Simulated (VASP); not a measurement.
The system is Ba.

```
CELL_PARAMETERS angstrom
-2.47176 2.47765 2.44851
2.56531 -2.52802 2.59244
2.45066 2.50692 -2.49889
ATOMIC_POSITIONS crystal
Ba 0.99892 0.00475 0.98853
```

This cell differs from its parent crystal: the cell strained at random.

Base run:

```yaml
Program: VASP 6.6.1
Functional: PBE
Potentials_or_basis: VASP PAW PBE potentials, release 64 (Ba_sv)
Cutoff: 520 eV
k_mesh: 8 × 8 × 8
Occupations: fermi-dirac, width 0.05 eV
Spin: no spin polarisation
```

Its results: band gap on the k mesh zero (band 5 reaches 2.08 eV, above the bottom of band 6 at 1.11 eV); pressure 0.0 GPa.

Q: The run is repeated on the same cell with these changes: functional from PBE to PBEsol. What comes out?

A: Band gap on the k mesh zero (band 5 reaches 1.97 eV, above the bottom of band 6 at 1.00 eV); pressure -0.6 GPa.

PBEsol binds more tightly than PBE, so the same cell stands under less pressure.

Caveats: spin-orbit coupling is left out, which moves the levels of the heavy elements; the PAW data sets were made with another functional, which shifts forces and pressure a little (some runs).
